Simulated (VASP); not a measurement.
# HPb4: single point with PBE

HPb4:

```
H Pb
1.0
     5.41293    0.00000    0.00000
    -2.70646    4.68773    0.00000
     0.00000    0.00000    6.37341
H Pb
1 4
Cartesian
  0.0000 0.0000 3.1867
  0.0000 3.1252 4.7467
  0.0000 3.1252 1.6267
  2.7065 1.5626 1.6267
  2.7065 1.5626 4.7467
```

```json
{
  "Program": "VASP 6.6.1",
  "Task": "single point",
  "Functional": "PBE",
  "Potentials or basis": "VASP PAW PBE potentials, release 64 (H, Pb_d)",
  "Cutoff": "520 eV",
  "k mesh": "6 × 6 × 4",
  "Occupations": "gaussian, width 0.1 eV",
  "Spin": "no spin polarisation"
}
```

```
Pressure      : -0.1 GPa
Largest force : 0.022 eV/Å
```

Forces in eV/Å, atoms in the order of the input:
```
H    0.000  0.000  0.000
Pb   0.000  0.000 -0.022
Pb   0.000  0.000  0.022
Pb   0.000  0.000  0.022
Pb   0.000  0.000 -0.022
```

Stress tensor (GPa, compression positive):
```
-0.20  0.00  0.00
 0.00 -0.20  0.00
 0.00  0.00  0.12
```

Levels at points of the mesh, in eV from the Fermi level:
| k point | band 27 | band 28 | band 29 | band 30 | band 31 | band 32 |
| --- | --- | --- | --- | --- | --- | --- |
| (0.00, 0.00, 0.00) | -1.58 | -0.41 | 0.14 | 0.66 | 0.66 | 1.75 |
| (0.50, 0.00, 0.00) | -2.19 | -1.45 | -0.16 | 1.05 | 1.46 | 3.56 |
| (0.00, 0.00, 0.50) | -0.73 | -0.60 | -0.60 | 0.45 | 0.82 | 2.57 |
| (0.50, 0.00, 0.50) | -1.43 | -0.09 | 1.18 | 1.46 | 1.67 | 2.59 |

It took 78 s on 1 thread of Intel(R) Xeon(R) Platinum 8488C (Sapphire Rapids), on a shared host, peak memory 0.3 GiB.

Caveat: spin-orbit coupling is left out, which moves the levels of the heavy elements.
